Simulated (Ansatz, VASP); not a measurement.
# One calculation of Fe2O3, two programs

```
CELL_PARAMETERS angstrom
2.55204 1.47342 4.64745
-2.55204 1.47342 4.64745
0.00000 -2.94685 4.64745
ATOMIC_POSITIONS crystal
Fe 0.35533 0.35533 0.35533
Fe 0.14467 0.14467 0.14467
Fe 0.64467 0.64467 0.64467
Fe 0.85533 0.85533 0.85533
O 0.55557 0.94443 0.25000
O 0.25000 0.55557 0.94443
O 0.94443 0.25000 0.55557
O 0.44443 0.05557 0.75000
O 0.75000 0.44443 0.05557
O 0.05557 0.75000 0.44443
```

Alike in both runs: task single point; functional PBE; k mesh 4 × 4 × 4; occupations gaussian, width 0.05 eV; collinear spin; Hubbard terms Fe d U = 4.0 eV.

|  | VASP | Ansatz |
| --- | --- | --- |
| version | VASP 6.6.1 | Ansatz 0.2.0 |
| potentials or method | VASP PAW PBE potentials, release 64 (Fe, O), cutoff 520 eV | scalar-relativistic, plane waves, PAW |
| valence electrons in the cell | 68 | 100 |

|  | VASP | Ansatz | Ansatz less VASP |
| --- | --- | --- | --- |
| gap on the k mesh at the Fermi level (eV) | 2.18 | 2.11 | -0.067 |
| least direct gap on the mesh (eV) | 2.23 | 2.17 | -0.066 |
| pressure (GPa) | -3.5 | 0.0 | +3.45 |
| traceless stress, the component that is largest in VASP (GPa) | 0.24 | 0.00 | -0.239 |
| rms of the force components (eV/Å) | 0.048 | 0.000 | -0.0479 |
| net moment per atom (μB) | 0.00 | 0.00 | 0.000 |
| size of the moment on the site where the two differ most (μB) | 4.16 | 3.81 | -0.353 |

Site moments also hang on the region over which each program counts them. The programs project onto different local orbitals, so the same U acts differently, and such runs can settle in different states. Atom by atom the forces differ by 0.048 eV/Å (rms over components). VASP's potentials hold 68 valence electrons a cell and Ansatz's 100, so a difference there can come from the potentials and not from the codes. Ansatz's warnings: stability check not made.
